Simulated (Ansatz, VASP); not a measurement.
# Pb: VASP beside Ansatz

Contents of INCAR:

```
SYSTEM = Pb
PREC = Accurate ; ENCUT = 520
EDIFF = 1E-6 ; ISMEAR = 0
SIGMA = 0.1 ; LREAL = .FALSE.
LASPH = .TRUE. ; NELM = 100
ALGO = Normal ; ISIF = 2
LWAVE = .FALSE. ; LCHARG = .TRUE.
GGA = PS ; LELF = .TRUE.
LVHAR = .TRUE. ; NBANDS = 13
```

KPOINTS

```
regular mesh
0
G
  14 14 14
  0 0 0
```

The input POSCAR:

```
Pb
1.0
    0.0000000000      2.5209979029      2.5209979029
    2.5209979029      0.0000000000      2.5209979029
    2.5209979029      2.5209979029      0.0000000000
Pb
1
Direct
    0.0000000000      0.0000000000      0.0000000000
```

Input for Ansatz:

```yaml
crystal:
  lattice:
    - [0.0, 2.5209979029, 2.5209979029]
    - [2.5209979029, 0.0, 2.5209979029]
    - [2.5209979029, 2.5209979029, 0.0]
  atoms:
    - { symbol: Pb, position: [0.0, 0.0, 0.0] }
basis:
  ecutwfc: 420
kpoints:
  mp_grid: { grid: [14, 14, 14] }
  band_path:
    path:
      - [[0.0, 0.0, 0.0], [0.5, 0.0, 0.5], [0.625, 0.25, 0.625]]
      - [[0.375, 0.375, 0.75], [0.0, 0.0, 0.0], [0.5, 0.5, 0.5], [0.5, 0.25, 0.75], [0.5, 0.0, 0.5]]
    npoints: 14
hamiltonian:
  xc: pbesol
scf:
  occupations: { method: gaussian, width: 0.1 }
  n_extra_bands: 6
output:
  forces: true
  stress: true
  eigenvalues: true
  populations: true
  dos: { projected: true, de: 0.02, nscf_kmesh: { grid: [21, 21, 21] } }
  bader: true
  write_density: true
  write_potential: true
  elf: true
  volumetric_format: npy
```

Alike in both runs: task single point; functional PBEsol; k mesh 14 × 14 × 14; occupations gaussian, width 0.1 eV; no spin polarisation.

|  | VASP | Ansatz |
| --- | --- | --- |
| version | VASP 6.6.1 | Ansatz 0.2.0 |
| potentials or method | VASP PAW PBE potentials, release 64 (Pb_d), cutoff 520 eV | scalar-relativistic, plane waves, PAW |
| valence electrons in the cell | 14 | 14 |

Ansatz gave:

```
gap on the k mesh at the Fermi level (eV) : none
pressure (GPa)                            : -2.6
```

**Question.** Estimate VASP's values.

**Answer.** gap on the k mesh at the Fermi level (eV): none; pressure (GPa): -2.7.

VASP's potentials were made for PBE, not for PBEsol. A gap of «none» marks a metal or a gap that the smearing closes. With one functional, cell and mesh, what is left measures potentials, basis and numerics.

Spin-orbit coupling is off throughout.
